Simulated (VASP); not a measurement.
A run of VASP 6.6.1 is set up as follows.

INCAR

```
PREC = Accurate
ENCUT = 600
EDIFF = 1E-7
ISMEAR = 0
SIGMA = 0.02
LREAL = F
LASPH = T
NELM = 100
ALGO = Normal
ISIF = 3
LWAVE = F
LCHARG = F
GGA = PS
IBRION = 2
NSW = 70
EDIFFG = -0.005
```

KPOINTS

```
regular mesh
0
Gamma
  8 8 8
```

File POSCAR:

```
NaF
1.0
    0.0000000000      2.3497438127      2.3497438127
    2.3497438127      0.0000000000      2.3497438127
    2.3497438127      2.3497438127      0.0000000000
Na F
1 1
Direct
    0.0000000000      0.0000000000      0.0000000000
    0.5000000000      0.5000000000      0.5000000000
```

Potentials or basis: VASP PAW PBE potentials, release 64 (Na_pv, F).

Command:

```console
$ cat potpaw_PBE.64/Na_pv/POTCAR potpaw_PBE.64/F/POTCAR > POTCAR
$ mpirun -np 1 vasp_std > vasp.out
```

(1) Estimate the relaxed volume.

(2) Predict the band gap on the k mesh.

## Answers

(1) 12.36 Å³/atom.

(2) 6.20 eV, direct.

Caveat: the PAW data sets were made with another functional, which shifts forces and pressure a little.
